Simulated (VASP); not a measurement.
# Si16C (a cell with a defect) in VASP: further runs, part 3 of 3

VASP 6.6.1. Earlier steps stand in the parts before.

## Step 6: Single point, PBE, collinear spin, zero start

INCAR reads:

```
PREC = Accurate
ENCUT = 520
EDIFF = 1E-6
ISMEAR = 0
SIGMA = 0.05
LREAL = Auto
LASPH = True
NELM = 150
ALGO = Normal
ISIF = 2
LWAVE = False
LCHARG = False
ISPIN = 2
MAGMOM = 0 0 0 0 0 0 0 0 0 0 0 0 0 0 0 0 0
LORBIT = 11
GGA = PE
NBANDS = 52
```

KPOINTS reads:

```
Automatic mesh
0
Gamma
  2 2 2
```

POSCAR reads:

```
Si16C
1.0
    0.0000000000      5.4300000000      5.4300000000
    5.4300000000      0.0000000000      5.4300000000
    5.4300000000      5.4300000000      0.0000000000
Si C
16 1
Direct
    0.0279821363     -0.0099618785     -0.0091344383
    0.1481026703      0.1181704420      0.1197455801
    0.0194627072     -0.0167244015      0.4945400552
    0.1414720994      0.1144017495      0.6163299263
   -0.0355262431      0.4917126151      0.0595422652
    0.1267395028      0.6169883057      0.1442378453
    0.0101126151      0.4878244015      0.5202781768
    0.1198056169      0.6113234807      0.6619658379
    0.5227561694     -0.0370941068     -0.0181340700
    0.6556521179      0.0686764273      0.1214097606
    0.5149906998      0.0049291897      0.4907768877
    0.6464049724      0.1319723757      0.6098749540
    0.4633626151      0.4174546961     -0.0352292818
    0.5439488029      0.6319780847      0.0309029466
    0.5146595764      0.5046628913      0.5027253223
    0.6352767956      0.6300027624      0.6283731123
    0.6741488029      0.5457294659      0.2156889503
```

Potentials or basis: VASP PAW PBE potentials, release 64 (Si, C).

Run with:

```
$ cat potpaw_PBE.64/Si/POTCAR potpaw_PBE.64/C/POTCAR > POTCAR
$ mpirun -np 1 vasp_std > vasp.out
```

OUTCAR:

```text
PREC = Accurate
   ENCUT = 520
   EDIFF = 1E-6
   ISMEAR = 0
   LREAL = Auto
   LASPH = True
   NELM = 150
   ISIF = 2
   ISPIN = 2
   LORBIT = 11
   GGA = PE

 ion  position               nearest neighbor table
   1  0.028  0.990  0.991-   6 2.35   4 2.35  10 2.36   2 2.36
   2  0.148  0.118  0.120-   3 2.35   1 2.36   9 2.37   5 2.39
   3  0.019  0.983  0.495-  12 2.34   8 2.35   4 2.35   2 2.35
   4  0.141  0.114  0.616-  11 2.34   7 2.35   1 2.35   3 2.35
   5  0.964  0.492  0.060-  17 1.87   6 2.35   2 2.39   8 2.50  14 2.94
   6  0.127  0.617  0.144-   1 2.35  13 2.35   5 2.35   7 2.36  14 2.92
   7  0.010  0.488  0.520-   4 2.35   8 2.35  16 2.35   6 2.36
   8  0.120  0.611  0.662-   3 2.35   7 2.35  15 2.48   5 2.50
   9  0.523  0.963  0.982-  14 2.31  12 2.36   2 2.37  10 2.38
  10  0.656  0.069  0.121-  13 2.32  11 2.35   1 2.36   9 2.38
  11  0.515  0.005  0.491-   4 2.34  10 2.35  16 2.35  12 2.37
  12  0.646  0.132  0.610-  15 2.34   3 2.34   9 2.36  11 2.37
  13  0.463  0.417  0.965-  10 2.32   6 2.35  14 2.35  16 2.37  15 3.11
  14  0.544  0.632  0.031-  17 1.81   9 2.31  13 2.35  16 2.81   6 2.92   5 2.94
  15  0.515  0.505  0.503-  17 1.86  16 2.33  12 2.34   8 2.48  13 3.11
  16  0.635  0.630  0.628-  15 2.33  11 2.35   7 2.35  13 2.37  14 2.81
  17  0.674  0.546  0.216-  14 1.81  15 1.86   5 1.87

  LATTYP: Found a face centered cubic cell.
 ALAT       =    10.8600000000

  Lattice vectors:

 A1 = (   0.0000000000,   5.4300000000,   5.4300000000)
 A2 = (   5.4300000000,   0.0000000000,   5.4300000000)
 A3 = (   5.4300000000,   5.4300000000,   0.0000000000)

Analysis of symmetry for initial positions (statically):
=====================================================================
 Subroutine PRICEL returns:
 Original cell was already a primitive cell.

 Routine SETGRP: Setting up the symmetry group for a
 face centered cubic supercell.

 Subroutine GETGRP returns: Found  1 space group operations
 (whereof  1 operations were pure point group operations)
 out of a pool of 48 trial point group operations.

The static configuration has the point symmetry C_1 .

Analysis of symmetry for dynamics (positions and initial velocities):
=====================================================================
 Subroutine PRICEL returns:
 Original cell was already a primitive cell.

 Routine SETGRP: Setting up the symmetry group for a
 face centered cubic supercell.

 Subroutine GETGRP returns: Found  1 space group operations
 (whereof  1 operations were pure point group operations)
 out of a pool of 48 trial point group operations.

The dynamic configuration has the point symmetry C_1 .

Analysis of structural, dynamic, and magnetic symmetry:
=====================================================================
 Subroutine PRICEL returns:
 Original cell was already a primitive cell.

 Routine SETGRP: Setting up the symmetry group for a
 face centered cubic supercell.

 Subroutine GETGRP returns: Found  1 space group operations
 (whereof  1 operations were pure point group operations)
 out of a pool of 48 trial point group operations.

The overall configuration has the point symmetry C_1 .

 Subroutine INISYM returns: Found  1 space group operations
 (whereof  1 operations are pure point group operations),
 and found     1 'primitive' translations

----------------------------------------------------------------------------------------

                                     Primitive cell

[... 120 lines left out ...]
   IALGO  =     38    algorithm
   IMIX   =      4    mixing-type and parameters
     AMIX     =   0.40;   BMIX     =  1.00
     AMIX_MAG =   1.60;   BMIX_MAG =  1.00
  volume/ion in A,a.u.               =      18.84       127.11
  Fermi-wavevector in a.u.,A,eV,Ry     =   0.976715  1.845724 12.979587  0.953973
  Thomas-Fermi vector in A             =   2.107356
   LORBIT       =     11    0 simple, 1 ext, 2 COOP (PROOUT), +10 PAW based schemes
   GGA     = PE    functional components
   LHFCALC =     F    Hartree Fock is set to
   AEXX    =    0.0000 exact exchange contribution
   IVDW    =     0    specifies the selected vdW correction
   LEPSILON=     F    determine dielectric tensor
   LRPA    =     F    only Hartree local field effects (RPA)
 spin polarized calculation
 Gauss-broadening in eV      SIGMA  =   0.05
  energy-cutoff  :      520.00
  volume of cell :      320.21
 maximum number of plane-waves:      8646
 NGX is ok and might be reduce to    60
   NGX = 29   NGY = 29   NGZ = 29

 number of electron      68.0000000 magnetization       0.0000002

 number of electron      68.0000000 magnetization      -0.0000008

 Free energy of the ion-electron system (eV)
  ---------------------------------------------------
  ext. energy  EPLUGINS =         0.00000000
  ---------------------------------------------------
  free energy    TOTEN  =       -90.95478421 eV

  energy without entropy =      -90.95320987  energy(sigma->0) =      -90.95399704

 E-fermi :   6.3036     XC(G=0):  -9.5886

 val. band max:        6.2423181466   @ k =   0.5000   0.0000   0.5000
 cond. band min:       6.3647823922   @ k =   0.0000   0.5000   0.0000
 fundamental gap:      0.1224642456
 Fermi energy:         6.3035508644

 spin component 1

 k-point     1 :       0.0000    0.0000    0.0000
  band No.  band energies     occupation
      1      -6.9420      1.00000
      2      -5.2763      1.00000
      3      -3.8489      1.00000
      4      -3.7578      1.00000
      5      -3.6502      1.00000
      6      -2.8905      1.00000
[... 381 lines left out ...]
     45      10.2993      0.00000
     46      10.3927      0.00000
 Fermi energy:         6.3035508644

 spin component 2

 k-point     1 :       0.0000    0.0000    0.0000
  band No.  band energies     occupation
      1      -6.9420      1.00000
      2      -5.2763      1.00000
      3      -3.8489      1.00000
      4      -3.7578      1.00000
      5      -3.6502      1.00000
      6      -2.8905      1.00000
[... 381 lines left out ...]
     45      10.2993      0.00000
     46      10.3927      0.00000
 [bands above 46 left out]

------------------------ aborting loop because EDIFF is reached ----------------------------------------

  FORCE on cell =-STRESS in cart. coord.  units (eV):
  Direction    XX          YY          ZZ          XY          YZ          ZX
  --------------------------------------------------------------------------------------
  -------------------------------------------------------------------------------------
  Total        1.4563128      7.2619358      1.6893227     -0.0453804     -1.0790127      3.6423523
  in kB        7.2867817     36.3356977      8.4526662     -0.2270645     -5.3989295     18.2248115
  external PRESSURE =      17.3583819 kB  Pullay stress =       0.0000000 kB

 VOLUME and BASIS-vectors are now :
 -----------------------------------------------------------------------------
  energy-cutoff  :      520.00
  volume of cell :      320.21
      direct lattice vectors                 reciprocal lattice vectors
     0.000000000  5.430000000  5.430000000    -0.092081031  0.092081031  0.092081031
     5.430000000  0.000000000  5.430000000     0.092081031 -0.092081031  0.092081031
     5.430000000  5.430000000  0.000000000     0.092081031  0.092081031 -0.092081031

 POSITION                                       TOTAL-FORCE (eV/Angst)
 -----------------------------------------------------------------------------------
     10.75631      5.53234      5.52785         0.076612     -0.004608     -0.073077
      1.29188      1.45442      1.44586         0.072684     -0.014130     -0.044745
      8.02454      2.79103      5.44487         0.078097     -0.028007     -0.019926
      3.96787      4.11486      1.38939         0.080948      0.089135     -0.048399
      2.99331      5.56041      7.90709        -0.225095      0.041820      0.141318
      4.13346      1.47141      4.03844        -0.001061     -0.054101      0.052975
[... 9 lines left out ...]
      6.83298      6.86162      6.87047         0.015832      0.081172      0.051727
      4.13450      4.83182      6.62394        -0.407548     -0.160993      0.314426
 -----------------------------------------------------------------------------------
    total drift:                               -0.003950      0.002436      0.000208

  FREE ENERGIE OF THE ION-ELECTRON SYSTEM (eV)
  ---------------------------------------------------
  free  energy   TOTEN  =       -90.9547842123 eV

  energy  without entropy=      -90.9532098746  energy(sigma->0) =      -90.95399704

 total charge

# of ion       s       p       d       tot
------------------------------------------
    1        0.744   0.940   0.000   1.684
    2        0.750   0.928   0.000   1.678
    3        0.740   0.955   0.000   1.696
    4        0.738   0.959   0.000   1.698
    5        0.748   0.886   0.000   1.634
    6        0.748   0.929   0.000   1.676
[... 9 lines left out ...]
   16        0.748   0.932   0.000   1.681
   17        0.880   1.566   0.000   2.446
--------------------------------------------------
tot         12.922  16.323   0.000  29.245

 magnetization (x)

# of ion       s       p       d       tot
------------------------------------------
    1       -0.000  -0.000   0.000  -0.000
    2        0.000   0.000   0.000   0.000
    3        0.000  -0.000   0.000  -0.000
    4        0.000  -0.000   0.000   0.000
    5        0.000   0.000   0.000   0.000
    6        0.000   0.000   0.000   0.000
[... 9 lines left out ...]
   16        0.000  -0.000   0.000  -0.000
   17       -0.000  -0.000   0.000  -0.000
--------------------------------------------------
tot          0.000  -0.000   0.000  -0.000
```

It took 18 min on 1 thread of Intel Xeon 8259CL, shared host; peak memory 0.71 GiB.

What came out:

| Item | Value |
| --- | --- |
| Free energy | -90.9548 eV |
| Pressure | 1.7 GPa |
| Largest force | 0.539 eV/Å |
| Band gap on the k mesh | zero (filled and empty bands overlap) |
| Net moment | 0.00 μB per cell |
| Valence electrons inside the program's atomic spheres | Si 1.68, 1.70, 1.63, 1.69, 1.64, 1.66, 1.67, 1.65 (each value once); C 2.45 |

Forces in eV/Å, atoms in the order of the input:
```
Si   0.077 -0.005 -0.073
Si   0.073 -0.014 -0.045
Si   0.078 -0.028 -0.020
Si   0.081  0.089 -0.048
Si  -0.225  0.042  0.141
Si  -0.001 -0.054  0.053
Si   0.006  0.031  0.099
Si  -0.049  0.192  0.145
Si   0.404 -0.272  0.141
Si  -0.008  0.101 -0.092
Si  -0.014  0.030 -0.045
Si   0.110  0.066 -0.207
Si   0.029 -0.050  0.011
Si  -0.018 -0.149 -0.267
Si  -0.150  0.099 -0.160
Si   0.016  0.081  0.052
C   -0.408 -0.161  0.314
```

Caveat: the k points lie up to 0.50 Å⁻¹ apart.

## Step 7: Single point, PBE, collinear spin, zero start

INCAR reads:

```
  PREC = Accurate
  ENCUT = 520
  EDIFF = 1E-6
  ISMEAR = 0
  SIGMA = 0.05
  LREAL = Auto
  LASPH = T
  NELM = 150
  ALGO = Normal
  ISIF = 2
  LWAVE = F
  LCHARG = F
  ISPIN = 2
  MAGMOM = 0 0 0 0 0 0 0 0 0 0 0 0 0 0 0 0 0
  LORBIT = 11
  GGA = PE
  NBANDS = 52
```

KPOINTS is that of step 6.

POSCAR reads:

```
Si16C
1.0
    0.0000000000      5.4300000000      5.4300000000
    5.4300000000      0.0000000000      5.4300000000
    5.4300000000      5.4300000000      0.0000000000
Si C
16 1
Direct
    0.0113274401     -0.0084681400     -0.0213841621
    0.1558257827      0.1000841621      0.0996068140
    0.0388976059     -0.0391090239      0.4733220994
    0.1308670350      0.1132187845      0.6038539595
   -0.0206790976      0.4631792818      0.0486511050
    0.1167205341      0.6188011971      0.1250046961
   -0.0173792818      0.4893061694      0.4988037753
    0.0880264273      0.5977185083      0.6616630755
    0.5290750460      0.0059070902     -0.0522881215
    0.6358647330      0.1209982505      0.0982372928
    0.5035657459      0.0134316759      0.4720878453
    0.6664412523      0.1412197053      0.5468292818
    0.4889374770      0.4942350829      0.0005914365
    0.6302419890      0.6112353591      0.1070677716
    0.4403713628      0.5438028545      0.5371814917
    0.6077275322      0.6452011971      0.6305280847
    0.6833091160      0.3988220074      0.3652116943
```

Potentials or basis: VASP PAW PBE potentials, release 64 (Si, C).

Run with:

```
$ cat potpaw_PBE.64/Si/POTCAR potpaw_PBE.64/C/POTCAR > POTCAR
$ mpirun -np 1 vasp_std > vasp.out
```

OUTCAR:

```text
PREC = Accurate
   ENCUT = 520
   EDIFF = 1E-6
   ISMEAR = 0
   LREAL = Auto
   LASPH = T
   NELM = 150
   ISIF = 2
   ISPIN = 2
   LORBIT = 11
   GGA = PE

 ion  position               nearest neighbor table
   1  0.011  0.992  0.979-   6 2.34   2 2.35   4 2.35  10 2.35
   2  0.156  0.100  0.100-   5 2.33   3 2.35   1 2.35   9 2.35
   3  0.039  0.961  0.473-   8 2.34   2 2.35   4 2.36  12 2.37
   4  0.131  0.113  0.604-  11 2.34   1 2.35   3 2.36   7 2.36
   5  0.979  0.463  0.049-  14 2.22   2 2.33   6 2.34  17 2.39   8 2.43
   6  0.117  0.619  0.125-  13 2.33   5 2.34   1 2.34   7 2.35
   7  0.983  0.489  0.499-   6 2.35   4 2.36  16 2.37   8 2.37
   8  0.088  0.598  0.662-  15 2.26   3 2.34   7 2.37   5 2.43
   9  0.529  0.006  0.948-  10 2.34   2 2.35  14 2.48  12 2.51
  10  0.636  0.121  0.098-   9 2.34  11 2.35  13 2.35   1 2.35
  11  0.504  0.013  0.472-  12 2.32  16 2.32   4 2.34  10 2.35
  12  0.666  0.141  0.547-  17 1.79  11 2.32   3 2.37   9 2.51  15 2.67
  13  0.489  0.494  0.001-  14 2.29  16 2.33   6 2.33  10 2.35
  14  0.630  0.611  0.107-  17 1.91   5 2.22  13 2.29   9 2.48  15 2.74
  15  0.440  0.544  0.537-  17 1.84   8 2.26  16 2.29  12 2.67  14 2.74
  16  0.608  0.645  0.631-  15 2.29  11 2.32  13 2.33   7 2.37
[... 1024 lines left out ...]
  energy-cutoff  :      520.00
  volume of cell :      320.21
      direct lattice vectors                 reciprocal lattice vectors
     0.000000000  5.430000000  5.430000000    -0.092081031  0.092081031  0.092081031
     5.430000000  0.000000000  5.430000000     0.092081031 -0.092081031  0.092081031
     5.430000000  5.430000000  0.000000000     0.092081031  0.092081031 -0.092081031

 POSITION                                       TOTAL-FORCE (eV/Angst)
 -----------------------------------------------------------------------------------
     10.69790      5.37539      5.44553        -0.000825     -0.054169      0.003450
      1.08432      1.38700      1.38959        -0.067840      0.025159     -0.226689
      7.78778      2.78135      5.42885         0.240012      0.190114     -0.067477
      3.89370      3.98954      1.32539         0.109217     -0.116315      0.006767
      2.77924      5.58189      7.83278        -0.564732      0.383126      0.861598
      4.03887      1.31257      3.99388         0.154783      0.024910     -0.099655
[... 9 lines left out ...]
      6.92721      6.72373      6.80340         0.053094      0.156252      0.101921
      4.14870      5.69347      5.87597         0.349226     -1.050631      0.700811
 -----------------------------------------------------------------------------------
    total drift:                               -0.002457     -0.000736      0.003713

  FREE ENERGIE OF THE ION-ELECTRON SYSTEM (eV)
  ---------------------------------------------------
  free  energy   TOTEN  =       -90.6777102397 eV

  energy  without entropy=      -90.6717165707  energy(sigma->0) =      -90.67471341

 total charge

# of ion       s       p       d       tot
------------------------------------------
    1        0.738   0.957   0.000   1.695
    2        0.742   0.954   0.000   1.697
    3        0.753   0.932   0.000   1.685
    4        0.740   0.947   0.000   1.687
    5        0.758   0.920   0.000   1.678
    6        0.741   0.958   0.000   1.699
[... 9 lines left out ...]
   16        0.748   0.962   0.000   1.711
   17        0.892   1.556   0.000   2.448
--------------------------------------------------
tot         12.897  16.590   0.000  29.486

 magnetization (x)

# of ion       s       p       d       tot
------------------------------------------
    1       -0.000  -0.000   0.000  -0.000
    2       -0.000  -0.000   0.000  -0.000
    3       -0.000   0.000   0.000   0.000
    4       -0.000  -0.000   0.000  -0.000
    5       -0.000  -0.000   0.000  -0.000
    6       -0.000  -0.000   0.000  -0.000
[... 9 lines left out ...]
   16       -0.000   0.000   0.000  -0.000
   17        0.000   0.000   0.000   0.000
--------------------------------------------------
tot         -0.000   0.000   0.000   0.000
```

OSZICAR:

```text
N       E                     dE             d eps       ncg     rms          rms(c)
DAV:   1     0.165564337565E+03    0.16556E+03   -0.26207E+04  1664   0.108E+03
DAV:   2    -0.777434432280E+02   -0.24331E+03   -0.22798E+03  2052   0.166E+02
DAV:   3    -0.943848092310E+02   -0.16641E+02   -0.16314E+02  2136   0.391E+01
DAV:   4    -0.947969066066E+02   -0.41210E+00   -0.41070E+00  2104   0.747E+00
DAV:   5    -0.948074538828E+02   -0.10547E-01   -0.10541E-01  2124   0.115E+00    0.165E+01
DAV:   6    -0.908416233931E+02    0.39658E+01   -0.98392E+00  2548   0.131E+01    0.956E+00
DAV:   7    -0.908013657423E+02    0.40258E-01   -0.47577E+00  1860   0.637E+00    0.511E+00
DAV:   8    -0.907210395445E+02    0.80326E-01   -0.95954E-01  2304   0.312E+00    0.168E+00
DAV:   9    -0.906729749073E+02    0.48065E-01   -0.33784E-01  2368   0.201E+00    0.543E-01
DAV:  10    -0.906755909217E+02   -0.26160E-02   -0.54932E-02  1960   0.782E-01    0.273E-01
DAV:  11    -0.906773824269E+02   -0.17915E-02   -0.90362E-03  2056   0.312E-01    0.146E-01
DAV:  12    -0.906776130235E+02   -0.23060E-03   -0.83041E-04  2248   0.110E-01    0.573E-02
DAV:  13    -0.906777001325E+02   -0.87109E-04   -0.27766E-04  1968   0.558E-02    0.315E-02
DAV:  14    -0.906777030622E+02   -0.29297E-05   -0.38479E-05  2392   0.216E-02    0.133E-02
DAV:  15    -0.906777100461E+02   -0.69839E-05   -0.17044E-05  1920   0.149E-02    0.375E-03
DAV:  16    -0.906777102397E+02   -0.19354E-06   -0.63526E-07  1344   0.348E-03
   1 F= -.90677710E+02 E0= -.90674713E+02  d E =-.599367E-02  mag=     0.0000
```

stdout:

```text
POSCAR found type information on POSCAR SiC
 POSCAR found :  2 types and      17 ions
 scaLAPACK will be used
 LDA part: xc-table for (Slater+PW92), standard interpolation
 POSCAR, INCAR and KPOINTS ok, starting setup
 FFT: planning ... GRIDC
 FFT: planning ... GRID_SOFT
 FFT: planning ... GRID
 WAVECAR not read
 entering main loop
```

It took 19 min on 1 thread of Intel Xeon 8259CL, shared host; peak memory 0.71 GiB.

Results:

| Property | Result |
| --- | --- |
| Free energy | -90.6777 eV |
| Pressure | 3.5 GPa |
| Largest force | 1.310 eV/Å |
| Band gap on the k mesh | zero (filled and empty bands overlap) |
| Net moment | 0.00 μB per cell |
| Valence electrons inside the program's atomic spheres | Si 1.70, 1.69, 1.68, 1.65, 1.71, 1.72, 1.67 (each value once); C 2.45 |

Forces on the atoms (eV/Å):
```
Si  -0.001 -0.054  0.003
Si  -0.068  0.025 -0.227
Si   0.240  0.190 -0.067
Si   0.109 -0.116  0.007
Si  -0.565  0.383  0.862
Si   0.155  0.025 -0.100
Si   0.070  0.105 -0.097
Si  -0.143 -0.254 -0.201
Si  -0.127  0.061 -0.050
Si   0.048  0.032 -0.001
Si  -0.057 -0.070 -0.136
Si  -0.350  0.757 -0.899
Si  -0.169 -0.192 -0.049
Si   0.601 -0.448 -0.534
Si  -0.146  0.451  0.686
Si   0.053  0.156  0.102
C    0.349 -1.051  0.701
```

Stress tensor (GPa, compression positive):
```
4.95 0.28 0.76
0.28 2.90 1.35
0.76 1.35 2.68
```

Caveat: the k points lie up to 0.50 Å⁻¹ apart.

## Step 8: Summary

| cell | k mesh | gap on the mesh (eV) | pressure (GPa) | moment (μB) | largest force (eV/Å) |
| --- | --- | --- | --- | --- | --- |
| as given, atomic positions A | 1 × 1 × 1 | - | 14.4 | 0.00 | 1.45 |
| as given, atomic positions B | 1 × 1 × 1 | - | 6.6 | 0.00 | 1.28 |
| as given, atomic positions C | 2 × 2 × 2 | 0.23 | 2.6 | 0.00 | 0.02 |
| as given, atomic positions D | 2 × 2 × 2 | none | 3.6 | 0.00 | 0.44 |
| as given, atomic positions E | 2 × 2 × 2 | none | 1.7 | 0.00 | 0.54 |
| as given, atomic positions F | 2 × 2 × 2 | none | 3.5 | 0.00 | 1.31 |

Alike in all rows: task single point; level PBE; potentials or basis VASP PAW PBE potentials, release 64 (Si, C); spin collinear, zero start; cutoff (eV) 520; smearing gaussian 0.05 eV.

Caveats: all runs use coarse meshes.

Absolute energies hang on the potentials; compare differences alone.

The gap in the log of VASP goes by the Fermi energy; the results here count the filled bands.